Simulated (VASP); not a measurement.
A run of VASP 6.6.1 is set up as follows.

Contents of POSCAR:

```
TiSe2
1.0
    3.5576670741      0.0000000000      0.0000000000
   -1.7788335370      3.0810300644      0.0000000000
    0.0000000000      0.0000000000      6.0830235358
Ti Se
1 2
Direct
    0.0000000000      0.0000000000      0.0000000000
    0.3333333333      0.6666666667      0.2517417135
    0.6666666667      0.3333333333      0.7482582865
```

Contents of INCAR.step1:

```
PREC = Accurate
ENCUT = 550
ISMEAR = 0
SIGMA = 0.05
LREAL = False
LASPH = True
NELM = 120
GGA = PE
ALGO = Normal
EDIFF = 1E-5
LWAVE = True
LCHARG = False
GGA_COMPAT = False
IBRION = 2
ISIF = 3
EDIFFG = -0.005
NELMIN = 4
NSW = 100
```

Contents of INCAR.step2:

```
PREC = Accurate
ENCUT = 550
EDIFF = 1E-7
ISMEAR = 0
SIGMA = 0.05
LREAL = False
LASPH = True
NELM = 120
ALGO = Normal
ISIF = 4
LWAVE = False
LCHARG = False
METAGGA = R2SCAN
LMIXTAU = True
IVDW = 12
VDW_S6 = 1.0
VDW_S8 = 0.78981345
VDW_A1 = 0.49484001
VDW_A2 = 5.73083694
IBRION = 2
NSW = 60
EDIFFG = -0.01
ISTART = 1
GGA_COMPAT = False
NELMIN = 4
```

File KPOINTS:

```
Automatic mesh
0
Gamma
  12 12 6
```

Potentials or basis: VASP PAW PBE potentials, release 64 (Ti_sv, Se).

Command:

```sh
$ cat potpaw_PBE.64/Ti_sv/POTCAR potpaw_PBE.64/Se/POTCAR > POTCAR
$ cp INCAR.step1 INCAR
$ mpirun -np 1 vasp_std > vasp.out
$ cp INCAR.step2 INCAR
$ mpirun -np 1 vasp_std > vasp.out
```

Problem. What does it give for the dispersion energy per atom?

Solution. -0.194 eV.

Problem. What does it give for the band gap on the k mesh?

Solution. Zero (bands 12 and 13 overlap by 0.34 eV).

Forces on the atoms (eV/Å):
```
Ti   0.000  0.000  0.000
Se   0.000  0.000 -0.005
Se   0.000  0.000  0.005
```

Caveat: the PAW data sets were made with another functional, which shifts forces and pressure a little.
